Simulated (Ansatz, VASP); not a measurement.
# Two plane-wave programs on GaP

```
Ga P
1.0
     0.00000    2.72541    2.72541
     2.72541    0.00000    2.72541
     2.72541    2.72541    0.00000
Ga P
1 1
Direct
  0.00000 0.00000 0.00000
  0.25000 0.25000 0.25000
```

Alike in both runs: task single point; functional PBE-based global hybrid; k mesh 4 × 4 × 4; no spin polarisation.

```csv
,VASP,Ansatz
version,VASP 6.6.1,Ansatz 0.2.0
potentials or method,"VASP PAW PBE potentials, release 64 (Ga_d, P)",plane waves
plane-wave cutoff (eV),520,420
occupations,"gaussian, width 0.01 eV",fixed
valence electrons in the cell,18,18
```

```csv
,VASP,Ansatz,Ansatz less VASP
gap on the k mesh at the Fermi level (eV),3.62,3.56,-0.064
pressure (GPa),-0.2,0.2,+0.36
```

VASP's potentials were made for PBE, not for PBE-based global hybrid. Ansatz's warnings: stress exchange threshold loose, stress scf threshold loose.

The k mesh is coarse, so the values compare programs but aren't converged.
